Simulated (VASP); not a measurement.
Input of a VASP 6.6.1 run:

Contents of INCAR:

```
ALGO = Normal
EDIFF = 1E-6
ENCUT = 520
GGA = PE
ISIF = 2
ISMEAR = 0
LASPH = T
LCHARG = F
LREAL = F
LWAVE = F
NBANDS = 25
NELM = 60
PREC = Accurate
SIGMA = 0.02
```

KPOINTS

```
k-points
0
Gamma
  6 6 6
```

File POSCAR:

```
SiO2
1.0
   -2.5131481473      2.5131481473      3.6858651426
    2.5131481473     -2.5131481473      3.6858651426
    2.5131481473      2.5131481473     -3.6858651426
Si O
2 4
Direct
    0.0000000000      0.0000000000      0.0000000000
    0.7500000000      0.2500000000      0.5000000000
    0.3750000000      0.2174794779      0.3424794779
    0.9674794779      0.6250000000      0.8424794779
    0.7825205221      0.1250000000      0.1575205221
    0.8750000000      0.0325205221      0.6575205221
```

Potentials or basis: VASP PAW PBE potentials, release 64 (Si, O).

The run is started by

```bash
$ cat potpaw_PBE.64/Si/POTCAR potpaw_PBE.64/O/POTCAR > POTCAR
$ mpirun -np 1 vasp_std > vasp.out
```

(1) What does it give for the pressure?

(2) Predict the band gap on the k mesh.

(3) Predict the largest force.

Results:

(1) 0.1 GPa.

(2) 5.74 eV.

(3) 0.007 eV/Å.
